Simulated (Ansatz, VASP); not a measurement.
# Ti: VASP beside Ansatz

```
Ti
1.0
    -1.49145    1.49145    1.93888
     1.49145   -1.49145    1.93888
     1.49145    1.49145   -1.93888
Ti
1
Direct
  0.00000 0.00000 0.00000
```

Alike in both runs: task single point; functional PBE; k mesh 28 × 28 × 28; occupations gaussian, width 0.15 eV; no spin polarisation.

```csv
,VASP,Ansatz
version,VASP 6.6.1,Ansatz 0.2.0
potentials or method,"VASP PAW PBE potentials, release 64 (Ti_sv), cutoff 520 eV","scalar-relativistic, plane waves, PAW"
valence electrons in the cell,12,12
```

Ansatz gave:

- gap on the k mesh at the Fermi level (eV): none
- pressure (GPa): 0.8
- traceless stress, the component that is largest in VASP (GPa): 1.71

Q: What did VASP give for the same quantities?

A: gap on the k mesh at the Fermi level (eV): none; pressure (GPa): 0.8; traceless stress, the component that is largest in VASP (GPa): 1.73.

A gap of «none» marks a metal or a gap that the smearing closes. The functional is the same, so the differences come from potentials, cutoffs and numerics.
